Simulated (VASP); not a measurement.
**H6Pb: relaxation of cell and atoms with PBE**

The system is H6Pb.

```
H Pb
1.0
     0.00000    3.08467    3.08467
     3.08467    0.00000    3.08467
     3.08467    3.08467    0.00000
H Pb
6 1
Direct
  0.50000 0.50000 0.00000
  0.50000 0.00000 0.50000
  0.00000 0.00000 0.50000
  0.00000 0.50000 0.00000
  0.00000 0.50000 0.50000
  0.50000 0.00000 0.00000
  0.00000 0.00000 0.00000
```

The cell was generated, and may not be a known phase.

```json
{"Program": "VASP 6.6.1", "Task": "relaxation of cell and atoms", "Functional": "PBE", "Potentials or basis": "VASP PAW PBE potentials, release 64 (H, Pb_d)", "Cutoff": "600 eV", "k mesh": "10 × 10 × 10", "Occupations": "gaussian, width 0.1 eV", "Spin": "no spin polarisation", "Dipole correction": "no", "Further INCAR settings": "ALGO = Normal; EDIFF = 1e-07; IBRION = 2; EDIFFG = -0.01; NSW = 100; ISIF = 3"}
```

The relaxed volume is 8.31 Å³/atom. The relaxed cell is a = 4.349 Å, b = 4.349 Å, c = 4.349 Å, α = 60.00°, β = 60.00°, γ = 60.00°, the space group after relaxing (to 0.1 Å) is Fm-3m (No. 225) and the energy gained by relaxing is 0.2 meV/atom. The ionic steps are 3 and the pressure after relaxing is -0.1 GPa. The band gap on the k mesh is zero (bands 10 and 11 overlap by 1.67 eV).

Step by step:
```csv
step,energy change (eV),largest force (eV/Å),pressure (GPa),volume (Å³)
1,0.0000,0.0000,-0.57,58.70
2,-0.0007,0.0000,-0.34,58.45
3,-0.0011,0.0000,-0.07,58.16
```

Final structure:
```cif
data_structure
_symmetry_space_group_name_H-M 'P 1'
_symmetry_Int_Tables_number 1
_cell_length_a 4.3490
_cell_length_b 4.3490
_cell_length_c 4.3490
_cell_angle_alpha 60.000
_cell_angle_beta 60.000
_cell_angle_gamma 60.000
_cell_volume 58.16
loop_
_atom_site_label
_atom_site_type_symbol
_atom_site_fract_x
_atom_site_fract_y
_atom_site_fract_z
_atom_site_occupancy
H1 H 0.50000 0.50000 0.00000 1
H2 H 0.50000 0.00000 0.50000 1
H3 H 0.00000 0.00000 0.50000 1
H4 H 0.00000 0.50000 0.00000 1
H5 H 0.00000 0.50000 0.50000 1
H6 H 0.50000 0.00000 0.00000 1
Pb1 Pb 0.00000 0.00000 0.00000 1
```

Levels at points of the mesh, in eV from the Fermi level:
| k point | band 6 | band 7 | band 8 | band 9 | band 10 | band 11 | band 12 | band 13 | band 14 |
| --- | --- | --- | --- | --- | --- | --- | --- | --- | --- |
| (0.00, 0.00, 0.00) | -11.95 | -0.98 | -0.98 | -0.98 | 1.49 | 1.74 | 1.74 | 2.00 | 2.00 |
| (0.50, 0.00, 0.00) | -9.99 | -7.23 | -2.09 | -2.09 | -0.18 | -0.18 | -0.17 | 6.03 | 6.17 |
| (0.50, 0.50, 0.00) | -9.05 | -7.13 | -4.06 | -4.06 | -2.26 | 0.17 | 1.83 | 8.52 | 8.64 |

It took 51 s on 1 thread of Intel(R) Xeon(R) 6975P-C (Granite Rapids) (shared host), peak memory 0.23 GiB.

Caveat: spin-orbit coupling is left out, which moves the levels of the heavy elements.
